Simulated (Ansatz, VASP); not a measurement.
**One calculation of Lu, two programs**

```
Lu
1.0
     5.47134    0.00000    0.00000
    -2.73567    4.73832    0.00000
     0.00000    0.00000    3.44012
Lu
3
Cartesian
  2.7357 4.7383 0.0000
  0.0000 3.1589 1.7201
  2.7357 1.5794 1.7201
```

Alike in both runs: task single point; functional BLYP; k mesh 8 × 8 × 10; occupations fermi-dirac, width 0.1 eV; no spin polarisation.

```csv
,VASP,Ansatz
version,VASP 6.6.1,Ansatz 0.2.0
potentials or method,"VASP PAW PBE potentials, release 64 (Lu), cutoff 520 eV","plane waves (420 eV) with PAW, scalar-relativistic"
valence electrons in the cell,75,75
```

|  | VASP | Ansatz | Ansatz less VASP |
| --- | --- | --- | --- |
| pressure (GPa) | 0.1 | 0.0 | -0.05 |

VASP's potentials were made for PBE, not for BLYP.

Neither program's run includes spin-orbit coupling.
